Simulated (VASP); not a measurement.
# KBr (F-43m) in VASP: further runs, part 2 of 2

VASP 6.6.1. Earlier steps stand in the parts before.

## Step 3: Single point, PBE

This run uses another cell than the first one, of 50.17 Å³/atom.

File INCAR:

```
SYSTEM = KBr
PREC = Accurate ; ENCUT = 520
EDIFF = 1E-6 ; ISMEAR = 0
SIGMA = 0.01 ; LREAL = .FALSE.
LASPH = .TRUE. ; NELM = 100
ALGO = Normal ; ISIF = 2
LWAVE = .FALSE. ; LCHARG = .FALSE.
GGA = PE ; NBANDS = 15
```

File KPOINTS:

```
Automatic mesh
0
G
  6 6 6
  0 0 0
```

File POSCAR:

```
KBr
1.0
    0.0000000000      3.6882992921      3.6882992921
    3.6882992921      0.0000000000      3.6882992921
    3.6882992921      3.6882992921      0.0000000000
K Br
1 1
Direct
    0.0000000000      0.0000000000      0.0000000000
    0.2500000000      0.2500000000      0.2500000000
```

Potentials or basis: VASP PAW PBE potentials, release 64 (K_sv, Br).

The run is started by

```
$ cat potpaw_PBE.64/K_sv/POTCAR potpaw_PBE.64/Br/POTCAR > POTCAR
$ mpirun -np 1 vasp_std > vasp.out
```

OUTCAR:

```text
SYSTEM = KBr
   PREC = Accurate
   ENCUT = 520
   EDIFF = 1E-6
   ISMEAR = 0
   LREAL = .FALSE.
   LASPH = .TRUE.
   NELM = 100
   ISIF = 2
   GGA = PE

 ion  position               nearest neighbor table
   1  0.000  0.000  0.000-   2 3.19   2 3.19   2 3.19   2 3.19
   2  0.250  0.250  0.250-   1 3.19   1 3.19   1 3.19   1 3.19

  LATTYP: Found a face centered cubic cell.
 ALAT       =     7.3765985842

  Lattice vectors:

 A1 = (   0.0000000000,   3.6882992921,   3.6882992921)
 A2 = (   3.6882992921,   0.0000000000,   3.6882992921)
 A3 = (   3.6882992921,   3.6882992921,   0.0000000000)

Analysis of symmetry for initial positions (statically):
=====================================================================
 Subroutine PRICEL returns:
 Original cell was already a primitive cell.

 Routine SETGRP: Setting up the symmetry group for a
 face centered cubic supercell.

 Subroutine GETGRP returns: Found 24 space group operations
 (whereof 24 operations were pure point group operations)
 out of a pool of 48 trial point group operations.

The static configuration has the point symmetry T_d .

[... 163 lines left out ...]
      4     -14.4160      2.00000
      5     -14.4160      2.00000
      6      -3.1472      2.00000
      7      -3.1472      2.00000
      8      -3.1472      2.00000
      9       1.1492      0.00000
     10       5.4848      0.00000
     11       5.4848      0.00000
     12       6.4739      0.00000
     13       6.4739      0.00000
     14       6.4739      0.00000
[... 257 lines left out ...]
      2     -15.2457      2.00000
      3     -14.4361      2.00000
      4     -14.4315      2.00000
      5     -14.1255      2.00000
      6      -3.4700      2.00000
      7      -3.2552      2.00000
      8      -3.1556      2.00000
      9       3.1250      0.00000
     10       4.0585      0.00000
     11       5.7159      0.00000
     12       5.8087      0.00000
     13       6.1875      0.00000
     14       6.4970      0.00000
     15       7.0931      0.00000

------------------------ aborting loop because EDIFF is reached ----------------------------------------

  FORCE on cell =-STRESS in cart. coord.  units (eV):
  Direction    XX          YY          ZZ          XY          YZ          ZX
  --------------------------------------------------------------------------------------
  -------------------------------------------------------------------------------------
  Total        0.1743317      0.1743317      0.1743317      0.0000000      0.0000000     -0.0000000
  in kB        2.7834184      2.7834184      2.7834184      0.0000000      0.0000000     -0.0000000
  external PRESSURE =       2.7834184 kB  Pullay stress =       0.0000000 kB

 VOLUME and BASIS-vectors are now :
 -----------------------------------------------------------------------------
  energy-cutoff  :      520.00
  volume of cell :      100.35
      direct lattice vectors                 reciprocal lattice vectors
     0.000000000  3.688299292  3.688299292    -0.135563836  0.135563836  0.135563836
     3.688299292  0.000000000  3.688299292     0.135563836 -0.135563836  0.135563836
     3.688299292  3.688299292  0.000000000     0.135563836  0.135563836 -0.135563836

 POSITION                                       TOTAL-FORCE (eV/Angst)
 -----------------------------------------------------------------------------------
      0.00000      0.00000      0.00000        -0.000000      0.000000     -0.000000
      1.84415      1.84415      1.84415         0.000000     -0.000000      0.000000
 -----------------------------------------------------------------------------------
    total drift:                               -0.000000     -0.000000     -0.000000

  FREE ENERGIE OF THE ION-ELECTRON SYSTEM (eV)
  ---------------------------------------------------
  free  energy   TOTEN  =        -6.0348308801 eV

  energy  without entropy=       -6.0348308801  energy(sigma->0) =       -6.03483088
```

OSZICAR:

```text
N       E                     dE             d eps       ncg     rms          rms(c)
DAV:   1     0.102799815527E+03    0.10280E+03   -0.63622E+03   480   0.883E+02
DAV:   2     0.155618622353E+01   -0.10124E+03   -0.94079E+02   627   0.219E+02
DAV:   3    -0.597975221197E+01   -0.75359E+01   -0.75011E+01   641   0.531E+01
DAV:   4    -0.635413394916E+01   -0.37438E+00   -0.37427E+00   818   0.988E+00
DAV:   5    -0.635689482134E+01   -0.27609E-02   -0.27609E-02   662   0.938E-01    0.317E+00
DAV:   6    -0.604541731760E+01    0.31148E+00   -0.40889E-01   641   0.268E+00    0.223E+00
DAV:   7    -0.600992275642E+01    0.35495E-01   -0.20836E-01   669   0.213E+00    0.110E+00
DAV:   8    -0.603074771975E+01   -0.20825E-01   -0.24612E-02   633   0.103E+00    0.201E-01
DAV:   9    -0.603262171698E+01   -0.18740E-02   -0.13149E-03   620   0.206E-01    0.135E-01
DAV:  10    -0.603478129864E+01   -0.21596E-02   -0.18248E-03   494   0.227E-01    0.359E-02
DAV:  11    -0.603481387754E+01   -0.32579E-04   -0.10499E-04   564   0.667E-02    0.951E-03
DAV:  12    -0.603483056804E+01   -0.16690E-04   -0.20201E-05   508   0.324E-02    0.632E-03
DAV:  13    -0.603483088011E+01   -0.31207E-06   -0.10496E-06   561   0.603E-03
   1 F= -.60348309E+01 E0= -.60348309E+01  d E =-.660458E-40
```

Run time: 42 s. Hardware: 1 thread of Intel Xeon 8259CL, shared host; peak memory 0.24 GiB.

What came out:

* Free energy: -6.0348 eV
* Pressure: 0.3 GPa
* Band gap on the k mesh: 4.28 eV (least direct gap 4.30 eV)

Caveat: the structure was generated, so it needn't be the stable form of KBr.

## Step 4: Single point, PBE (50.00 Å³/atom)

This run uses another cell than the first one, of 50.00 Å³/atom.

File INCAR:

```
SYSTEM = KBr
PREC = Accurate ; ENCUT = 520
EDIFF = 1E-7 ; ISMEAR = 0
SIGMA = 0.01 ; LREAL = .False.
LASPH = .True. ; NELM = 60
ALGO = Normal ; ISIF = 2
LWAVE = .False. ; LCHARG = .False.
GGA = PE ; NBANDS = 15
```

File KPOINTS:

```
regular mesh
0
Gamma
  6 6 6
  0 0 0
```

File POSCAR:

```
KBr
1.0
    0.0000000000      3.6840465546      3.6840465546
    3.6840465546      0.0000000000      3.6840465546
    3.6840465546      3.6840465546      0.0000000000
K Br
1 1
Direct
    0.0000000000      0.0000000000      0.0000000000
    0.2500000000      0.2500000000      0.2500000000
```

Potentials or basis: VASP PAW PBE potentials, release 64 (K_sv, Br).

The run is started by

```
$ cat potpaw_PBE.64/K_sv/POTCAR potpaw_PBE.64/Br/POTCAR > POTCAR
$ mpirun -np 1 vasp_std > vasp.out
```

OUTCAR:

```text
SYSTEM = KBr
   PREC = Accurate
   ENCUT = 520
   EDIFF = 1E-7
   ISMEAR = 0
   LREAL = .False.
   LASPH = .True.
   NELM = 60
   ISIF = 2
   GGA = PE

 ion  position               nearest neighbor table
   1  0.000  0.000  0.000-   2 3.19   2 3.19   2 3.19   2 3.19
   2  0.250  0.250  0.250-   1 3.19   1 3.19   1 3.19   1 3.19

  LATTYP: Found a face centered cubic cell.
 ALAT       =     7.3680931092

  Lattice vectors:

 A1 = (   0.0000000000,   3.6840465546,   3.6840465546)
 A2 = (   3.6840465546,   0.0000000000,   3.6840465546)
 A3 = (   3.6840465546,   3.6840465546,   0.0000000000)

Analysis of symmetry for initial positions (statically):
=====================================================================
 Subroutine PRICEL returns:
 Original cell was already a primitive cell.

 Routine SETGRP: Setting up the symmetry group for a
 face centered cubic supercell.

 Subroutine GETGRP returns: Found 24 space group operations
 (whereof 24 operations were pure point group operations)
 out of a pool of 48 trial point group operations.

The static configuration has the point symmetry T_d .

[... 163 lines left out ...]
      4     -14.3995      2.00000
      5     -14.3995      2.00000
      6      -3.1401      2.00000
      7      -3.1401      2.00000
      8      -3.1401      2.00000
      9       1.1630      0.00000
     10       5.4985      0.00000
     11       5.4985      0.00000
     12       6.4922      0.00000
     13       6.4922      0.00000
     14       6.4922      0.00000
[... 257 lines left out ...]
      2     -15.2401      2.00000
      3     -14.4199      2.00000
      4     -14.4153      2.00000
      5     -14.1078      2.00000
      6      -3.4644      2.00000
      7      -3.2481      2.00000
      8      -3.1477      2.00000
      9       3.1362      0.00000
     10       4.0712      0.00000
     11       5.7445      0.00000
     12       5.8305      0.00000
     13       6.2055      0.00000
     14       6.5194      0.00000
     15       7.1133      0.00000

------------------------ aborting loop because EDIFF is reached ----------------------------------------

  FORCE on cell =-STRESS in cart. coord.  units (eV):
  Direction    XX          YY          ZZ          XY          YZ          ZX
  --------------------------------------------------------------------------------------
  -------------------------------------------------------------------------------------
  Total        0.1981043      0.1981043      0.1981043      0.0000000      0.0000000      0.0000000
  in kB        3.1739434      3.1739434      3.1739434      0.0000000      0.0000000      0.0000000
  external PRESSURE =       3.1739434 kB  Pullay stress =       0.0000000 kB

 VOLUME and BASIS-vectors are now :
 -----------------------------------------------------------------------------
  energy-cutoff  :      520.00
  volume of cell :      100.00
      direct lattice vectors                 reciprocal lattice vectors
     0.000000000  3.684046555  3.684046555    -0.135720326  0.135720326  0.135720326
     3.684046555  0.000000000  3.684046555     0.135720326 -0.135720326  0.135720326
     3.684046555  3.684046555  0.000000000     0.135720326  0.135720326 -0.135720326

 POSITION                                       TOTAL-FORCE (eV/Angst)
 -----------------------------------------------------------------------------------
      0.00000      0.00000      0.00000        -0.000000     -0.000000     -0.000000
      1.84202      1.84202      1.84202         0.000000      0.000000      0.000000
 -----------------------------------------------------------------------------------
    total drift:                               -0.000000     -0.000000     -0.000000

  FREE ENERGIE OF THE ION-ELECTRON SYSTEM (eV)
  ---------------------------------------------------
  free  energy   TOTEN  =        -6.0341670281 eV

  energy  without entropy=       -6.0341670281  energy(sigma->0) =       -6.03416703
```

It took 44 s on 1 thread of Intel Xeon 8259CL, shared host; peak memory 0.24 GiB.

What came out:

```
Free energy            : -6.0342 eV
Pressure               : 0.3 GPa
Band gap on the k mesh : 4.29 eV (least direct gap 4.30 eV)
```

Caveat: the structure was generated, so it needn't be the stable form of KBr. A k mesh can miss the band edges.

## Step 5: The runs side by side

| cell | gap on the mesh (eV) | pressure (GPa) |
| --- | --- | --- |
| a = 5.156 Å, angles 60.0°, 2 atoms | 4.34 | 0.7 |
| a = 5.216 Å, angles 60.0°, 2 atoms | 4.28 | 0.3 |
| a = 5.210 Å, angles 60.0°, 2 atoms | 4.29 | 0.3 |

Alike in all rows: task single point; level PBE; potentials or basis VASP PAW PBE potentials, release 64 (K_sv, Br); no spin polarisation; k mesh 6 × 6 × 6; cutoff (eV) 520; smearing gaussian 0.01 eV.

Caveats: the structure was generated, so it needn't be the stable form of KBr.

Total energies depend on the potentials used, so only differences within one code and one set of settings carry meaning.
